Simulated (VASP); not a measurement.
Set up this calculation in VASP 6.6.1, as the native input.

* Task: single point
* Functional: PBE
* Potentials or basis: VASP PAW PBE potentials, release 64 (Zn, O)
* Cutoff: 520 eV
* k mesh: 10 × 10 × 10
* Occupations: fermi-dirac, width 0.02 eV
* Spin: no spin polarisation
* Dipole correction: no
* Further INCAR settings: ALGO = Normal; EDIFF = 1e-06; NBANDS = 16

The structure of ZnO lies in POSCAR:

```
ZnO
1.0
    0.0000000000      2.1337703963      2.2477137355
    2.1337703963      0.0000000000      2.2477137355
    2.1337703963      2.1337703963      0.0000000000
Zn O
1 1
Direct
    0.0000000000      0.0000000000      0.0000000000
    0.5000000000      0.5000000000      0.5000000000
```

This cell differs from its parent crystal: uniaxial z strain +5.3%.

One way to write it, as run:

INCAR

```
SYSTEM = ZnO
PREC     = Accurate       ! precision mode
ENCUT    = 520            ! plane-wave cutoff, eV
EDIFF    = 1E-6           ! SCF threshold, eV
ISMEAR   = -1             ! smearing method
SIGMA    = 0.02           ! smearing width, eV
LREAL    = .FALSE.        ! projectors in reciprocal space
LASPH    = .TRUE.         ! aspherical terms in the spheres
NELM     = 100            ! most SCF steps
ALGO     = Normal         ! electronic algorithm
ISIF     = 2              ! what is computed and relaxed
LWAVE    = .FALSE.        ! write WAVECAR
LCHARG   = .FALSE.        ! write CHGCAR
GGA      = PE             ! functional
NBANDS   = 16             ! bands
```

KPOINTS

```
regular mesh
0
G
  10 10 10
  0 0 0
```

Potentials or basis: VASP PAW PBE potentials, release 64 (Zn, O).

Command:

```console
$ cat potpaw_PBE.64/Zn/POTCAR potpaw_PBE.64/O/POTCAR > POTCAR
$ mpirun -np 1 vasp_std > vasp.out
```

Results of the run:

The pressure is 0.2 GPa. The band gap on the k mesh is 0.56 eV, indirect (least direct gap 1.77 eV).

Caveat: the cell differs from its parent crystal (uniaxial z strain +5.3%).

It took 10 s on 1 thread of Intel(R) Xeon(R) 6975P-C (Granite Rapids) (shared host), peak memory 0.16 GiB.
